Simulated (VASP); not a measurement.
Wanted: the native input for a VASP 6.6.1 run.

| Item | Value |
| --- | --- |
| Task | single point |
| Functional | r2SCAN |
| Potentials or basis | VASP PAW PBE potentials, release 64 (Ti_sv) |
| Cutoff | 520 eV |
| k mesh | 24 × 24 × 12 |
| Occupations | gaussian, width 0.15 eV |
| Spin | no spin polarisation |
| Dipole correction | no |
| Further INCAR settings | ALGO = Normal; EDIFF = 1e-06; NBANDS = 19 |

Ti:

```
Ti
1.0
     2.70297    0.00000    0.00000
    -1.35148    2.34084    0.00000
     0.00000    0.00000    5.58167
Ti
2
Cartesian
  0.0000 1.5606 1.3954
  1.3515 0.7803 4.1863
```

This cell differs from its parent crystal: ratio of the length along z to the lengths across it x 1.3, volume and fractional coordinates fixed.

One way to write it, as run:

POSCAR

```
Ti
1.0
    2.7029660044      0.0000000000      0.0000000000
   -1.3514830022      2.3408372254      0.0000000000
    0.0000000000      0.0000000000      5.5816746605
Ti
2
Direct
    0.3333333333      0.6666666667      0.2500000000
    0.6666666667      0.3333333333      0.7500000000
```

INCAR.step1

```
SYSTEM = Ti
ALGO     = Normal         ! electronic algorithm
EDIFF    = 1E-4           ! SCF threshold, eV
ENCUT    = 520            ! plane-wave cutoff, eV
GGA      = PE             ! functional
ISMEAR   = 0              ! smearing method
LASPH    = .TRUE.         ! aspherical terms in the spheres
LCHARG   = .FALSE.        ! write CHGCAR
LREAL    = .FALSE.        ! projectors in reciprocal space
LWAVE    = .TRUE.         ! write WAVECAR
NBANDS   = 19             ! bands
NELM     = 60             ! most SCF steps
PREC     = Accurate       ! precision mode
SIGMA    = 0.15           ! smearing width, eV
```

INCAR.step2

```
SYSTEM = Ti
ALGO     = Normal         ! electronic algorithm
EDIFF    = 1E-6           ! SCF threshold, eV
ENCUT    = 520            ! plane-wave cutoff, eV
ISIF     = 2              ! what is computed and relaxed
ISMEAR   = 0              ! smearing method
ISTART   = 1            
LASPH    = .TRUE.         ! aspherical terms in the spheres
LCHARG   = .FALSE.        ! write CHGCAR
LMIXTAU  = .TRUE.       
LREAL    = .FALSE.        ! projectors in reciprocal space
LWAVE    = .FALSE.        ! write WAVECAR
METAGGA  = R2SCAN         ! meta-GGA
NBANDS   = 19             ! bands
NELM     = 60             ! most SCF steps
PREC     = Accurate       ! precision mode
SIGMA    = 0.15           ! smearing width, eV
```

KPOINTS

```
k-points
0
G
  24 24 12
  0 0 0
```

Potentials or basis: VASP PAW PBE potentials, release 64 (Ti_sv).

Command:

```console
$ cat potpaw_PBE.64/Ti_sv/POTCAR > POTCAR
$ cp INCAR.step1 INCAR
$ mpirun -np 1 vasp_std > vasp.out
$ cp INCAR.step2 INCAR
$ mpirun -np 1 vasp_std > vasp.out
```

Results of the run:

```
Pressure               : -1.2 GPa
Band gap on the k mesh : zero (bands 12 and 13 overlap by 0.22 eV)
```

Caveat: the stress differs along the axes, from -16 to 6 GPa; the PAW data sets were made with another functional, which shifts forces and pressure a little.

Run time: 12 min on 1 thread of Intel(R) Xeon(R) Platinum 8375C CPU @ 2.90GHz (Ice Lake) (shared host), peak memory 0.33 GiB.
